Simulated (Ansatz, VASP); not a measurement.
# Two plane-wave programs on Al7BN8

The input INCAR:

```
  PREC = Accurate
  ENCUT = 600
  EDIFF = 1E-7
  ISMEAR = 0
  SIGMA = 0.01
  LREAL = Auto
  LASPH = True
  NELM = 80
  ALGO = Normal
  ISIF = 3
  LWAVE = False
  LCHARG = False
  GGA = PE
  IBRION = 2
  NSW = 80
  EDIFFG = -0.01
```

KPOINTS

```
regular mesh
0
Gamma
  4 4 5
```

Contents of POSCAR:

```
Al7BN8
1.0
    6.1200000000      0.0000000000      0.0000000000
   -3.0600000000      5.3000754712      0.0000000000
    0.0000000000      0.0000000000      4.9200000000
Al B N
7 1 8
Direct
    0.3333333333      0.1666666667      0.5000000000
    0.1666666667      0.8333333333      0.0000000000
    0.3333333333      0.6666666667      0.5000000000
    0.6666666667      0.3333333333      0.0000000000
    0.8333333333      0.1666666667      0.5000000000
    0.6666666667      0.8333333333      0.0000000000
    0.8333333333      0.6666666667      0.5000000000
    0.1666666667      0.3333333333      0.0000000000
    0.1666666667      0.3333333333      0.3820000000
    0.3333333333      0.1666666667      0.8820000000
    0.1666666667      0.8333333333      0.3820000000
    0.3333333333      0.6666666667      0.8820000000
    0.6666666667      0.3333333333      0.3820000000
    0.8333333333      0.1666666667      0.8820000000
    0.6666666667      0.8333333333      0.3820000000
    0.8333333333      0.6666666667      0.8820000000
```

Input for Ansatz:

```yaml
crystal:
  lattice:
    - [6.12, 0.0, 0.0]
    - [-3.06, 5.3000754712, 0.0]
    - [0.0, 0.0, 4.92]
  atoms:
    - { symbol: Al, position: [0.3333333333, 0.1666666667, 0.5] }
    - { symbol: Al, position: [0.1666666667, 0.8333333333, 0.0] }
    - { symbol: Al, position: [0.3333333333, 0.6666666667, 0.5] }
    - { symbol: Al, position: [0.6666666667, 0.3333333333, 0.0] }
    - { symbol: Al, position: [0.8333333333, 0.1666666667, 0.5] }
    - { symbol: Al, position: [0.6666666667, 0.8333333333, 0.0] }
    - { symbol: Al, position: [0.8333333333, 0.6666666667, 0.5] }
    - { symbol: B, position: [0.1666666667, 0.3333333333, 0.0] }
    - { symbol: "N", position: [0.1666666667, 0.3333333333, 0.382] }
    - { symbol: "N", position: [0.3333333333, 0.1666666667, 0.882] }
    - { symbol: "N", position: [0.1666666667, 0.8333333333, 0.382] }
    - { symbol: "N", position: [0.3333333333, 0.6666666667, 0.882] }
    - { symbol: "N", position: [0.6666666667, 0.3333333333, 0.382] }
    - { symbol: "N", position: [0.8333333333, 0.1666666667, 0.882] }
    - { symbol: "N", position: [0.6666666667, 0.8333333333, 0.382] }
    - { symbol: "N", position: [0.8333333333, 0.6666666667, 0.882] }
scf:
  occupations: { method: fixed }
output:
  forces: true
  stress: true
  eigenvalues: true
hamiltonian:
  xc: pbe
kpoints:
  mp_grid: { grid: [4, 4, 5] }
relax:
  f_tol: 0.01
  max_steps: 60
  cell: { stress_tol: 0.05 }
```

Alike in both runs: task relaxation of cell and atoms; functional PBE; k mesh 4 × 4 × 5; no spin polarisation.

|  | VASP | Ansatz |
| --- | --- | --- |
| version | VASP 6.6.1 | Ansatz 0.2.0 |
| potentials or method | VASP PAW PBE potentials, release 64 (Al, B, N) | scalar-relativistic, plane waves, PAW |
| plane-wave cutoff (eV) | 600 | 420 |
| occupations | gaussian, width 0.01 eV | fixed |
| valence electrons in the cell | 64 | 64 |

Ansatz gave:

```
gap on the k mesh at the Fermi level, each at its own relaxed structure (eV)  : 3.82
relaxed volume (Å³/atom)                                                      : 10.01
relaxed length of the cell vector where the two differ most in proportion (Å) : 4.903
```

Q: What did VASP give for the same quantities?

A: gap on the k mesh at the Fermi level, each at its own relaxed structure (eV): 3.83; relaxed volume (Å³/atom): 9.99; relaxed length of the cell vector where the two differ most in proportion (Å): 4.899.
